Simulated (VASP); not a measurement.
Write the native input for VASP 6.6.1 that does the following.

```yaml
Task: single point
Functional: PBE
Potentials_or_basis: VASP PAW PBE potentials, release 64 (W_sv, Si)
Cutoff: 500 eV
k_mesh: 9 × 9 × 9
Occupations: fermi-dirac, width 0.08 eV
Spin: no spin polarisation
Dipole_correction: no
Further_INCAR_settings: ALGO = Normal; EDIFF = 1e-06; NBANDS = 18
```

The structure of Si2W (fluorite type) lies in POSCAR:

```
Si2W
1.0
    0.0000000000      2.8262004597      2.8262004597
    2.8262004597      0.0000000000      2.8262004597
    2.8262004597      2.8262004597      0.0000000000
W Si
1 2
Direct
    0.0000000000      0.0000000000      0.0000000000
    0.2500000000      0.2500000000      0.2500000000
    0.7500000000      0.7500000000      0.7500000000
```

The input as run:

INCAR

```
SYSTEM = Si2W
PREC     = Accurate       ! precision mode
ENCUT    = 500            ! plane-wave cutoff, eV
EDIFF    = 1E-6           ! SCF threshold, eV
ISMEAR   = -1             ! smearing method
SIGMA    = 0.08           ! smearing width, eV
LREAL    = .False.        ! projectors in reciprocal space
LASPH    = .True.         ! aspherical terms in the spheres
NELM     = 120            ! most SCF steps
ALGO     = Normal         ! electronic algorithm
ISIF     = 2              ! what is computed and relaxed
LWAVE    = .False.        ! write WAVECAR
LCHARG   = .True.         ! write CHGCAR
GGA      = PE             ! functional
LELF     = .True.         ! ELF
LVHAR    = .True.       
NBANDS   = 18             ! bands
GGA_COMPAT= .False.
```

KPOINTS

```
Automatic mesh
0
Gamma
  9 9 9
  0 0 0
```

Potentials or basis: VASP PAW PBE potentials, release 64 (W_sv, Si).

The run is started by

```sh
$ cat potpaw_PBE.64/W_sv/POTCAR potpaw_PBE.64/Si/POTCAR > POTCAR
$ mpirun -np 1 vasp_std > vasp.out
```

Results of the run:

The pressure is 22.4 GPa. The band gap on the k mesh is zero (bands 11 and 12 overlap by 2.25 eV).

Caveat: the cell stands under pressure; spin-orbit coupling is left out, which moves the levels of the heavy elements.

Wall time 22 s on 1 thread of AMD EPYC 7R13 Processor (Zen 3) (shared host), peak memory 0.15 GiB.
